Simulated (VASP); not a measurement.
A run of VASP 6.6.1 is set up as follows.

Contents of INCAR:

```
SYSTEM = Ru
PREC = Accurate
ENCUT = 600
EDIFF = 1E-6
ISMEAR = 0
SIGMA = 0.1
LREAL = .False.
LASPH = .True.
NELM = 100
ALGO = Normal
ISIF = 3
LWAVE = .False.
LCHARG = .False.
GGA = PE
IBRION = 2
NSW = 90
EDIFFG = -0.04
```

KPOINTS

```
Automatic mesh
0
Gamma
  6 6 4
  0 0 0
```

Contents of POSCAR:

```
Ru
1.0
    3.7050552301      0.0000000000      0.0000000000
   -1.8525276151      3.2086719517      0.0000000000
    0.0000000000      0.0000000000      5.4392114802
Ru
4
Direct
    0.0000000000      0.0000000000      0.5000000000
    0.0000000000      0.0000000000      0.0000000000
    0.3333333333      0.6666666667      0.7500000000
    0.6666666667      0.3333333333      0.2500000000
```

Potentials or basis: VASP PAW PBE potentials, release 64 (Ru_pv).

Run with:

```bash
$ cat potpaw_PBE.64/Ru_pv/POTCAR > POTCAR
$ mpirun -np 1 vasp_std > vasp.out
```

Problem. Estimate the band gap on the k mesh.

Solution. Zero (bands 28 and 29 overlap by 0.69 eV).

Problem. What does it give for the space group after relaxing (to 0.1 Å)?

Solution. P6_3/mmc (No. 194).

Problem. What does it give for the relaxed volume?

Solution. 16.20 Å³/atom.

Final structure:
```yaml
crystal:
  lattice:
    - [3.73666, 0.00000, 0.00000]
    - [-1.86833, 3.23604, 0.00000]
    - [0.00000, 0.00000, 5.35922]
  atoms:
    - { symbol: Ru, position: [0.00000, 0.00000, 0.50000] }
    - { symbol: Ru, position: [0.00000, 0.00000, 0.00000] }
    - { symbol: Ru, position: [0.33333, 0.66667, 0.75000] }
    - { symbol: Ru, position: [0.66667, 0.33333, 0.25000] }
```
